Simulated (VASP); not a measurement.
FeSi3: single point with PBE

FeSi3:

```
Fe Si
1.0
     4.86513    0.00000    0.00000
     0.00000    4.86513    0.00000
     0.00000    0.00000    4.86513
Fe Si
2 6
Direct
  0.00000 0.00000 0.00000
  0.50000 0.50000 0.50000
  0.00000 0.50000 0.25000
  0.00000 0.50000 0.75000
  0.25000 0.00000 0.50000
  0.75000 0.00000 0.50000
  0.50000 0.75000 0.00000
  0.50000 0.25000 0.00000
```

* Program: VASP 6.6.1
* Task: single point
* Functional: PBE
* Potentials or basis: VASP PAW PBE potentials, release 64 (Fe, Si)
* Cutoff: 600 eV
* k mesh: 4 × 4 × 4
* Occupations: gaussian, width 0.1 eV
* Spin: collinear spin, ferromagnetic start
* Starting moments: [4.0, 4.0, 0.0, 0.0, 0.0, 0.0, 0.0, 0.0] μB

* Pressure: -13.5 GPa
* Net moment: 2.71 μB per cell
* Site moments: Fe +1.50; Si -0.01 μB
* Valence electrons inside the program's atomic spheres: Fe 7.07; Si 1.54

Levels at points of the mesh, in eV from the Fermi level:
Spin up:
```
           k point  band 17  band 18  band 19  band 20  band 21  band 22  band 23  band 24  band 25  band 26
(0.00, 0.00, 0.00)    -1.93    -1.93    -1.20    -1.20    -0.81    -0.81     0.04     0.04     0.04     1.86
(0.50, 0.00, 0.00)    -1.45    -1.45    -1.28    -1.28     0.68     0.68     0.84     0.84     1.03     1.03
(0.50, 0.50, 0.00)    -1.77    -1.74    -0.60    -0.60    -0.15    -0.13     0.81     1.07     2.20     2.20
(0.50, 0.50, 0.50)    -1.89    -1.89     2.13     2.13     2.13     2.13     2.13     2.13     2.56     2.56
```
Spin down:
| k point | band 14 | band 15 | band 16 | band 17 | band 18 | band 19 | band 20 | band 21 | band 22 | band 23 |
| --- | --- | --- | --- | --- | --- | --- | --- | --- | --- | --- |
| (0.00, 0.00, 0.00) | -1.95 | -1.95 | -0.97 | -0.97 | -0.97 | -0.01 | -0.01 | -0.01 | 0.70 | 0.70 |
| (0.50, 0.00, 0.00) | -1.94 | -0.70 | -0.70 | -0.69 | -0.69 | 0.55 | 0.55 | 0.91 | 0.91 | 1.25 |
| (0.50, 0.50, 0.00) | -1.55 | -1.06 | -1.06 | -0.73 | -0.68 | 0.76 | 0.85 | 0.86 | 0.96 | 0.96 |
| (0.50, 0.50, 0.50) | -1.01 | -1.01 | -1.01 | -1.01 | -1.01 | 2.14 | 2.14 | 2.14 | 2.14 | 2.14 |

Run time: 2.3 min on 1 thread of Intel Xeon 8259CL (shared host), peak memory 0.32 GiB.

Caveat: the cell stands under tension.
